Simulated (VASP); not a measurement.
## SiC: relaxation of cell and atoms with PBE

SiC:

```
Si C
1.0
     3.07569    0.00000    0.00000
    -1.53785    2.66363    0.00000
     0.00000    0.00000   10.07065
Si C
4 4
Direct
  0.66667 0.33333 0.93784
  0.33333 0.66667 0.43784
  0.00000 0.00000 0.68789
  0.00000 0.00000 0.18789
  0.66667 0.33333 0.74980
  0.33333 0.66667 0.24980
  0.00000 0.00000 0.50046
  0.00000 0.00000 0.00046
```

```yaml
Program: VASP 6.6.1
Task: relaxation of cell and atoms
Functional: PBE
Potentials_or_basis: VASP PAW PBE potentials, release 64 (Si, C)
Cutoff: 600 eV
k_mesh: 10 × 10 × 3
Occupations: gaussian, width 0.01 eV
Spin: no spin polarisation
Dipole_correction: no
Further_INCAR_settings: ALGO = Normal; EDIFF = 1e-06; IBRION = 2; EDIFFG = -0.001; NSW = 80; ISIF = 3
```

```yaml
Relaxed_volume: 10.49 Å³/atom
Relaxed_cell: a = 3.093 Å, b = 3.093 Å, c = 10.126 Å, α = 90.00°, β = 90.00°, γ = 120.00°
Space_group_after_relaxing_to_0.05_Å: P6_3mc (No. 186)
Energy_gained_by_relaxing: 2.0 meV/atom
Ionic_steps: 9
Pressure_after_relaxing: 0.0 GPa
Band_gap_on_the_k_mesh: 2.22 eV, indirect (least direct gap 3.34 eV)
```

The path:
```csv
step,energy change (eV),largest force (eV/Å),pressure (GPa),volume (Å³)
1,0.0000,0.0054,3.72,82.50
2,0.0009,0.0172,-3.60,85.40
3,-0.0161,0.0065,0.00,83.91
4,-0.0161,0.0063,0.07,83.89
5,-0.0161,0.0043,0.07,83.89
6,-0.0161,0.0009,0.07,83.89
7,-0.0161,0.0003,0.04,83.90
8,-0.0161,0.0008,-0.02,83.92
9,-0.0161,0.0005,-0.01,83.91
```

Final structure:
```cif
data_structure
_symmetry_space_group_name_H-M 'P 1'
_symmetry_Int_Tables_number 1
_cell_length_a 3.0933
_cell_length_b 3.0933
_cell_length_c 10.1265
_cell_angle_alpha 90.000
_cell_angle_beta 90.000
_cell_angle_gamma 120.000
_cell_volume 83.91
loop_
_atom_site_label
_atom_site_type_symbol
_atom_site_fract_x
_atom_site_fract_y
_atom_site_fract_z
_atom_site_occupancy
Si1 Si 0.66667 0.33333 0.93785 1
Si2 Si 0.33333 0.66667 0.43785 1
Si3 Si 0.00000 0.00000 0.68790 1
Si4 Si 0.00000 0.00000 0.18790 1
C1 C 0.66667 0.33333 0.74981 1
C2 C 0.33333 0.66667 0.24981 1
C3 C 0.00000 0.00000 0.50045 1
C4 C 0.00000 0.00000 0.00045 1
```

Levels at points of the mesh, in eV from the valence-band top:
```
           k point  band 13  band 14  band 15  band 16  band 17  band 18  band 19  band 20
(0.00, 0.00, 0.00)    -0.58    -0.05     0.00     0.00     4.97     5.55     6.13     6.19
(0.50, 0.00, 0.00)    -2.34    -2.20    -1.56    -1.12     2.22     2.34     4.18     4.66
```

It took 5.3 min on 1 thread of Intel Xeon 8259CL, with other jobs on the host, peak memory 0.26 GiB.

A k mesh can miss the band edges. A hybrid or GW would open this gap; PBE tends to underestimate it.
